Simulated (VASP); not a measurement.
A run of VASP 6.6.1 is set up as follows.

The input INCAR:

```
PREC = Accurate
ENCUT = 520
EDIFF = 1E-7
ISMEAR = -1
SIGMA = 0.01
LREAL = F
LASPH = T
NELM = 150
ALGO = Normal
ISIF = 2
LWAVE = F
LCHARG = T
MAGMOM = 0 0 0 0 0 0
LORBIT = 11
LSORBIT = T
GGA_COMPAT = F
LORBMOM = T
GGA = PS
LVHAR = T
NBANDS = 30
```

Contents of KPOINTS:

```
regular mesh
0
Gamma
  6 6 6
```

The input POSCAR:

```
CdSe
1.0
    3.0109012695      3.0109012695      0.0000000000
   -3.0109012695      3.0109012695      0.0000000000
    0.0000000000      3.0109012695      3.0843388759
Cd Se
1 1
Direct
    0.0000000000      0.0000000000      0.0000000000
    0.7500000000      0.2500000000      0.5000000000
```

Potentials or basis: VASP PAW PBE potentials, release 64 (Cd, Se).

Command:

```sh
$ cat potpaw_PBE.64/Cd/POTCAR potpaw_PBE.64/Se/POTCAR > POTCAR
$ mpirun -np 1 vasp_ncl > vasp.out
```

Task: Estimate the pressure.

Result: 0.6 GPa.

Task: Estimate the net moment.

Result: 0.00 μB per cell.

Moments on the atoms (μB; x, y, z):
```
Cd  0.00 0.00 0.00
Se  0.00 0.00 0.00
```

Caveat: the cell differs from its parent crystal (film at in-plane strain -0.01); the PAW data sets were made with another functional, which shifts forces and pressure a little.
